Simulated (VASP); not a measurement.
SiC:

```
Si C
1.0
     3.07536    0.00000    0.00000
    -1.53768    2.66334    0.00000
     0.00000    0.00000    5.04811
Si C
2 2
Direct
  0.33333 0.66667 0.99959
  0.66667 0.33333 0.49959
  0.33333 0.66667 0.37541
  0.66667 0.33333 0.87541
```

Base run:

* Program: VASP 6.6.1
* Functional: PBE
* Potentials or basis: VASP PAW PBE potentials, release 64 (Si, C)
* Cutoff: 520 eV
* k mesh: 6 × 6 × 4
* Occupations: gaussian, width 0.01 eV
* Spin: no spin polarisation

Its results: band gap on the k mesh 2.27 eV, indirect (least direct gap 3.97 eV); pressure 3.5 GPa; largest force 0.004 eV/Å.

The run is repeated on the same cell with these changes: functional from PBE to r2SCAN. What comes out?

Band gap on the k mesh 2.66 eV, indirect (least direct gap 4.48 eV); pressure -0.2 GPa; largest force 0.006 eV/Å.

r2SCAN gives the wider gap, since meta-GGAs in the generalised Kohn-Sham scheme recover part of the derivative discontinuity.

Caveats: the PAW data sets were made with another functional, which shifts forces and pressure a little (some runs).

A k mesh can miss the band edges.
